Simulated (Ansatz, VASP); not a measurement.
## Be2Co: VASP beside Ansatz

```
Be Co
1.0
     3.50075    0.00000    0.00000
    -1.75037    3.03173    0.00000
     0.00000    0.00000    2.39077
Be Co
2 1
Direct
  0.33333 0.66667 0.50000
  0.66667 0.33333 0.50000
  0.00000 0.00000 0.00000
```

Change from the starting cell: species swapped into the YbB2 type (P6/mmm, No. 191).

Alike in both runs: functional PBE; k mesh 18 × 18 × 20; occupations gaussian, width 0.1 eV; no spin polarisation.

Ansatz relaxed the structure, and its values are those at the end. VASP's run is a single point on that final structure, the one shown.

|  | VASP | Ansatz |
| --- | --- | --- |
| version | VASP 6.6.1 | Ansatz 0.2.0 |
| potentials or method | VASP PAW PBE potentials, release 64 (Be, Co), cutoff 520 eV | scalar-relativistic, plane waves, PAW |
| valence electrons in the cell | 13 | 21 |

```csv
,VASP,Ansatz,Ansatz less VASP
gap on the k mesh at the Fermi level (eV),none,none,-
pressure (GPa),-0.2,0.0,+0.21
```

A gap of «none» marks a metal or a gap that the smearing closes. The functional is the same, so the differences come from potentials, cutoffs and numerics. VASP's potentials hold 13 valence electrons a cell and Ansatz's 21, so a difference there can come from the potentials and not from the codes.
